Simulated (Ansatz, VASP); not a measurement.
One calculation of TiSi, two programs

File INCAR:

```
SYSTEM = TiSi
ALGO = Normal ; EDIFF = 1E-7
ENCUT = 520 ; GGA = PS
ISIF = 2 ; ISMEAR = 0
LASPH = .TRUE. ; LCHARG = .FALSE.
LREAL = .FALSE. ; LWAVE = .FALSE.
NBANDS = 42 ; NELM = 100
PREC = Accurate ; SIGMA = 0.15
```

The input KPOINTS:

```
k-points
0
G
  12 6 10
  0 0 0
```

File POSCAR:

```
TiSi
1.0
    3.4567600234      0.0000000000      0.0000000000
    0.0000000000      7.2754224254      0.0000000000
    0.0000000000      0.0000000000      4.1428981957
Ti Si
4 4
Direct
    0.0000000000      0.5000000000      0.0507500000
    0.5000000000      0.5000000000      0.5507500000
    0.5000000000      0.0000000000      0.5507500000
    0.0000000000      0.0000000000      0.0507500000
    0.0000000000      0.7500000000      0.5507500000
    0.0000000000      0.2500000000      0.5507500000
    0.5000000000      0.2500000000      0.0507500000
    0.5000000000      0.7500000000      0.0507500000
```

Input for Ansatz:

```yaml
crystal:
  lattice:
    - [3.4567600234, 0.0, 0.0]
    - [0.0, 7.2754224254, 0.0]
    - [0.0, 0.0, 4.1428981957]
  atoms:
    - { symbol: Ti, position: [0.0, 0.5, 0.05075] }
    - { symbol: Ti, position: [0.5, 0.5, 0.55075] }
    - { symbol: Ti, position: [0.5, 0.0, 0.55075] }
    - { symbol: Ti, position: [0.0, 0.0, 0.05075] }
    - { symbol: Si, position: [0.0, 0.75, 0.55075] }
    - { symbol: Si, position: [0.0, 0.25, 0.55075] }
    - { symbol: Si, position: [0.5, 0.25, 0.05075] }
    - { symbol: Si, position: [0.5, 0.75, 0.05075] }
basis:
  ecutwfc: 420
kpoints:
  mp_grid: { grid: [12, 6, 10] }
hamiltonian:
  xc: pbesol
scf:
  occupations: { method: gaussian, width: 0.15 }
output:
  forces: true
  stress: true
  eigenvalues: true
```

Change from the starting cell: strain -0.040 along x and y, +0.000 along z, atoms carried along.

Alike in both runs: task single point; functional PBEsol; k mesh 12 × 6 × 10; occupations gaussian, width 0.15 eV; no spin polarisation.

|  | VASP | Ansatz |
| --- | --- | --- |
| version | VASP 6.6.1 | Ansatz 0.2.0 |
| potentials or method | VASP PAW PBE potentials, release 64 (Ti_sv, Si), cutoff 520 eV | scalar-relativistic, plane waves, PAW |
| valence electrons in the cell | 64 | 64 |

VASP gave:

```
gap on the k mesh at the Fermi level (eV)                     : none
pressure (GPa)                                                : 15.7
traceless stress, the component that is largest in VASP (GPa) : -6.28
```

What did Ansatz give for the same quantities?

gap on the k mesh at the Fermi level (eV): none; pressure (GPa): 15.7; traceless stress, the component that is largest in VASP (GPa): -6.19.

VASP's potentials were made for PBE, not for PBEsol. A gap of «none» marks a metal or a gap that the smearing closes.
